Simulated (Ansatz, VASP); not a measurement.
## Si7Ge: VASP beside Ansatz

Contents of INCAR:

```
SYSTEM = Si7Ge
PREC = Accurate ; ENCUT = 520
EDIFF = 1E-7 ; ISMEAR = 0
SIGMA = 0.03 ; LREAL = .False.
LASPH = .True. ; NELM = 80
ALGO = Normal ; ISIF = 2
LWAVE = .False. ; LCHARG = .False.
GGA = PS ; NBANDS = 31
```

Contents of KPOINTS:

```
Automatic mesh
0
Gamma
  8 8 8
  0 0 0
```

The input POSCAR:

```
Si7Ge
1.0
    5.3601084110      0.0000000000      0.0000000000
    0.0000000000      5.3601084110      0.0000000000
    0.0000000000      0.0000000000      5.3601084110
Si Ge
7 1
Direct
    0.2525986838      0.2525986838      0.2525986838
    0.0000000000      0.5000000000      0.5000000000
    0.5000000000      0.5000000000      0.0000000000
    0.5000000000      0.0000000000      0.5000000000
    0.7474013162      0.2525986838      0.7474013162
    0.7474013162      0.7474013162      0.2525986838
    0.2525986838      0.7474013162      0.7474013162
    0.0000000000      0.0000000000      0.0000000000
```

Input for Ansatz:

```yaml
crystal:
  lattice:
    - [5.360108411, 0.0, 0.0]
    - [0.0, 5.360108411, 0.0]
    - [0.0, 0.0, 5.360108411]
  atoms:
    - { symbol: Si, position: [0.2525986838, 0.2525986838, 0.2525986838] }
    - { symbol: Si, position: [0.0, 0.5, 0.5] }
    - { symbol: Si, position: [0.5, 0.5, 0.0] }
    - { symbol: Si, position: [0.5, 0.0, 0.5] }
    - { symbol: Si, position: [0.7474013162, 0.2525986838, 0.7474013162] }
    - { symbol: Si, position: [0.7474013162, 0.7474013162, 0.2525986838] }
    - { symbol: Si, position: [0.2525986838, 0.7474013162, 0.7474013162] }
    - { symbol: Ge, position: [0.0, 0.0, 0.0] }
basis:
  ecutwfc: 420
kpoints:
  mp_grid: { grid: [8, 8, 8] }
hamiltonian:
  xc: pbesol
  pseudopotentials: { kind: paw, azcp: { folder: soft_1 } }
scf:
  occupations: { method: gaussian, width: 0.03 }
output:
  forces: true
  stress: true
  eigenvalues: true
```

Alike in both runs: task single point; functional PBEsol; k mesh 8 × 8 × 8; occupations gaussian, width 0.03 eV; no spin polarisation.

|  | VASP | Ansatz |
| --- | --- | --- |
| version | VASP 6.6.1 | Ansatz 0.2.0 |
| potentials or method | VASP PAW PBE potentials, release 64 (Si, Ge_d), cutoff 520 eV | scalar-relativistic, plane waves, PAW |
| valence electrons in the cell | 42 | 42 |

```tsv
	VASP	Ansatz	Ansatz less VASP
gap on the k mesh at the Fermi level (eV)	0.16	0.17	+0.007
least direct gap on the mesh (eV)	0.16	0.17	+0.007
pressure (GPa)	5.7	5.6	-0.09
rms of the force components (eV/Å)	0.006	0.002	-0.0040
```

VASP's potentials were made for PBE, not for PBEsol, and Ansatz warns of the same on its side. Atom by atom the forces differ by 0.004 eV/Å (rms over components).
